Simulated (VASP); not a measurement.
Runs of VASP 6.6.1 on C. The structure is that of space group Fmmm (No. 69), or close to it. The cells are those of the table. 

```tsv
cell	gap on the mesh (eV)	pressure (GPa)	largest force (eV/Å)
a = 3.971, b = 3.601, c = 2.482 Å, angles 79.2, 63.0, 37.9°, 2 atoms	0.02	-20.6	0.46
a = 3.971, b = 3.595, c = 2.472 Å, angles 79.4, 62.8, 37.7°, 2 atoms	0.09	-16.0	(b)
a = 3.971, b = 3.551, c = 2.409 Å, angles 81.1, 62.1, 36.8°, 2 atoms	0.10	32.3	1.23
a = 3.971, b = 3.582, c = 2.454 Å, angles 79.9, 62.6, 37.5°, 2 atoms	0.22	-5.3	(a)
a = 3.971, b = 3.598, c = 2.477 Å, angles 79.3, 62.9, 37.8°, 2 atoms	0.05	-18.4	(c)
```

Alike in all rows: task single point; level LDA; potentials or basis VASP PAW LDA potentials, release 64 (C); no spin polarisation; k mesh 16 × 16 × 16; cutoff (eV) 520; smearing gaussian 0.03 eV.

**Question.** Estimate the missing entries.

**Answer.** (a) 0.16; (b) 0.39; (c) 0.43.

Caveats: forces of over 1 eV/Å act on the atoms, so gaps and moduli don't describe the material at rest (some runs).

A k mesh can miss the band edges.
